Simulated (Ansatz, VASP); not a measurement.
# Ge: VASP beside Ansatz

```xyz
2
Lattice="0.0000 2.6873 2.6873 2.6873 0.0000 2.6873 2.6873 2.6873 0.0000" Properties=species:S:1:pos:R:3 pbc="T T T"
Ge    2.6873    2.6873    2.6873
Ge    4.0310    4.0310    4.0310
```

Change from the starting cell: strain -0.050 along x and y, -0.050 along z, atoms carried along.

Alike in both runs: task single point; functional r2SCAN; k mesh 10 × 10 × 10; occupations gaussian, width 0.05 eV; no spin polarisation.

```csv
,VASP,Ansatz
version,VASP 6.6.1,Ansatz 0.2.0
potentials or method,"VASP PAW PBE potentials, release 64 (Ge_d), cutoff 520 eV","scalar-relativistic, plane waves, PAW"
valence electrons in the cell,28,28
```

Ansatz gave:

| Quantity | Value |
| --- | --- |
| gap on the k mesh at the Fermi level (eV) | 0.54 |
| least direct gap on the mesh (eV) | 2.02 |
| pressure (GPa) | 17.0 |

Q: Which values does VASP return?

A: gap on the k mesh at the Fermi level (eV): 0.53; least direct gap on the mesh (eV): 1.96; pressure (GPa): 17.2.

VASP's potentials were made for PBE, not for r2SCAN.
